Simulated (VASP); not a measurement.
Input of a VASP 6.6.1 run:

The input INCAR:

```
ALGO = Fast ; EDIFF = 1E-6
ENCUT = 520 ; GGA = PS
ISIF = 2 ; ISMEAR = 0
LASPH = T ; LCHARG = F
LREAL = F ; LWAVE = F
NBANDS = 11 ; NELM = 60
PREC = Accurate ; SIGMA = 0.15
```

KPOINTS

```
k-points
0
Gamma
  20 20 20
```

Contents of POSCAR:

```
Pt
1.0
    0.0000000000      1.9579000000      2.0068475000
    1.9579000000      0.0000000000      2.0068475000
    1.9579000000      1.9579000000      0.0000000000
Pt
1
Direct
    0.0000000000      0.0000000000      0.0000000000
```

Potentials or basis: VASP PAW PBE potentials, release 64 (Pt).

Command:

```bash
$ cat potpaw_PBE.64/Pt/POTCAR > POTCAR
$ mpirun -np 1 vasp_std > vasp.out
```

Q: Estimate the band gap on the k mesh.

A: Zero (band 5 reaches 11.32 eV, above the bottom of band 6 at 9.04 eV).

Q: Estimate the pressure.

A: -6.5 GPa.

Stress tensor (GPa, compression positive):
```
-5.61  0.00  0.00
 0.00 -5.61  0.00
 0.00  0.00 -8.17
```

Caveat: the cell differs from its parent crystal (strain +0.000 along x and y, +0.025 along z); the PAW data sets were made with another functional, which shifts forces and pressure a little; spin-orbit coupling is left out, which moves the levels of the heavy elements.
